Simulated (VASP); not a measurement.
**MgO: single point with LDA**

The system is MgO.

```
Mg O
1.0
     4.16071    0.00000    0.00000
     0.00000   -4.16071    0.00000
     0.00000    0.00000   -4.16071
Mg O
4 4
Direct
  0.98233 0.01767 0.02500
  0.50000 0.50000 0.00000
  0.50000 0.00000 0.50000
  0.00000 0.50000 0.50000
  0.50000 0.00000 0.00000
  0.00000 0.50000 0.00000
  0.00000 0.00000 0.50000
  0.50000 0.50000 0.50000
```

This cell differs from its parent crystal: atom 1 (Mg) moved by -0.104 Å along [1 1 0] and -0.104 Å along [0 0 1].

| Quantity | Value |
| --- | --- |
| Program | VASP 6.6.1 |
| Task | single point |
| Functional | LDA |
| Potentials or basis | VASP PAW LDA potentials, release 64 (Mg, O) |
| Cutoff | 520 eV |
| k mesh | 6 × 6 × 6 |
| Occupations | gaussian, width 0.05 eV |
| Spin | no spin polarisation |
| Dipole correction | no |
| Further INCAR settings | ALGO = Normal; EDIFF = 1e-06; NBANDS = 26 |

| Property | Result |
| --- | --- |
| Pressure | -1.1 GPa |
| Largest force | 1.588 eV/Å |
| Band gap on the k mesh | 5.02 eV |

Forces on the atoms (eV/Å):
```
Mg   0.781  0.781  1.141
Mg  -0.202 -0.202  0.088
Mg  -0.205  0.063 -0.287
Mg   0.063 -0.205 -0.287
O   -0.242 -0.110 -0.155
O   -0.110 -0.242 -0.155
O   -0.106 -0.106 -0.373
O    0.021  0.021  0.029
```

Stress tensor (GPa, compression positive):
```
-1.31 -0.02 -0.03
-0.02 -1.31 -0.03
-0.03 -0.03 -0.79
```

Levels at points of the mesh, in eV from the valence-band top:
```
           k point  band 12  band 13  band 14  band 15  band 16  band 17  band 18  band 19  band 20  band 21
(0.00, 0.00, 0.00)    -1.42    -1.42    -0.01    -0.01     0.00     5.02     8.90     8.94     8.94    10.05
(0.50, 0.00, 0.00)    -1.87    -0.80    -0.79    -0.78    -0.77     8.29     8.36    10.89    11.10    11.59
(0.00, 0.00, 0.50)    -1.87    -0.80    -0.80    -0.78    -0.77     8.27     8.37    10.85    11.15    11.57
(0.50, 0.50, 0.00)    -2.08    -0.72    -0.72    -0.71    -0.68     9.59     9.66     9.67     9.74    11.62
(0.00, 0.50, 0.50)    -2.08    -0.72    -0.71    -0.71    -0.69     9.57     9.65     9.68     9.75    11.59
(0.50, 0.50, 0.50)    -0.72    -0.71    -0.71    -0.69    -0.68     7.94     7.97     7.97     7.98    12.74
```

It took 57 s on 1 thread of Intel(R) Xeon(R) Platinum 8488C (Sapphire Rapids) (shared host), peak memory 0.22 GiB.

Caveat: the cell differs from its parent crystal (atom 1 (Mg) moved by -0.104 Å along [1 1 0] and -0.104 Å along [0 0 1]); forces of over 1 eV/Å act on the atoms, so gaps and moduli don't describe the material at rest.
